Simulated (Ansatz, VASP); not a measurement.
One calculation of NbC2, two programs

```
Nb C
1.0
     3.47052    0.00000    0.00000
    -1.73526    3.00556    0.00000
     0.00000    0.00000    5.65976
Nb C
1 2
Direct
  0.33333 0.66667 0.00000
  0.66667 0.33333 0.86880
  0.66667 0.33333 0.13120
```

Change from the starting cell: species swapped into the WS2 type (P-6m2, No. 187).

Alike in both runs: task relaxation of cell and atoms; functional PBE; k mesh 6 × 6 × 4; occupations gaussian, width 0.1 eV; no spin polarisation.

|  | VASP | Ansatz |
| --- | --- | --- |
| version | VASP 6.6.1 | Ansatz 0.2.0 |
| potentials or method | VASP PAW PBE potentials, release 64 (Nb_sv, C), cutoff 600 eV | scalar-relativistic, plane waves, PAW |
| valence electrons in the cell | 21 | 21 |

Ansatz gave:

```
gap on the k mesh at the Fermi level, each at its own relaxed structure (eV) : none
relaxed volume (Å³/atom)                                                     : 19.79
relaxed cell length with the largest relative difference (Å)                 : 5.730
```

Question: What did VASP give for the same quantities?

Answer: gap on the k mesh at the Fermi level, each at its own relaxed structure (eV): none; relaxed volume (Å³/atom): 19.60; relaxed cell length with the largest relative difference (Å): 5.682.

A gap of «none» marks a metal or a gap that the smearing closes.
